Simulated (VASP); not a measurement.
## Mg3Te: single point with PBE

Crystal: Mg3Te.

```
CELL_PARAMETERS angstrom
-2.13936 2.13936 5.28249
2.13936 -2.13936 5.28249
2.13936 2.13936 -5.28249
ATOMIC_POSITIONS crystal
Te 0.00413 0.99907 0.00223
Mg 0.24899 0.75892 0.50304
Mg 0.75360 0.24635 0.49841
Mg 0.49116 0.51464 0.00388
```

- Program: VASP 6.6.1
- Task: single point
- Functional: PBE
- Potentials or basis: VASP PAW PBE potentials, release 64 (Te, Mg)
- Cutoff: 520 eV
- k mesh: 5 × 5 × 6
- Occupations: gaussian, width 0.1 eV
- Spin: no spin polarisation
- Dipole correction: no
- Further INCAR settings: ALGO = Normal; EDIFF = 1e-06; NBANDS = 14

```json
{
 "Pressure": "0.1 GPa",
 "Largest force": "0.214 eV/Å",
 "Band gap on the k mesh": "zero (band 6 reaches 4.99 eV, above the bottom of band 7 at 3.57 eV)"
}
```

Forces in eV/Å, atoms in the order of the input:
```
Te   0.133 -0.118  0.012
Mg  -0.125  0.079 -0.020
Mg   0.154 -0.100 -0.006
Mg  -0.162  0.139  0.014
```

Stress tensor (GPa, compression positive):
```
 0.09 -0.01  0.11
-0.01  0.04  0.13
 0.11  0.13  0.06
```

Levels at points of the mesh, in eV from the Fermi level:
```csv
k point,band 2,band 3,band 4,band 5,band 6,band 7,band 8,band 9,band 10,band 11
"(0.00, 0.00, 0.00)",-4.26,-4.15,-2.59,-2.57,0.33,1.26,1.61,1.62,1.82,3.60
"(0.00, 0.00, 0.50)",-5.11,-4.75,-3.54,-2.52,-1.50,-0.09,0.99,1.16,1.68,5.99
```

It took 2.4 min on 1 thread of Intel Xeon 6975P-C, on a shared host, peak memory 0.38 GiB.

Caveat: spin-orbit coupling is left out, which moves the levels of the heavy elements.
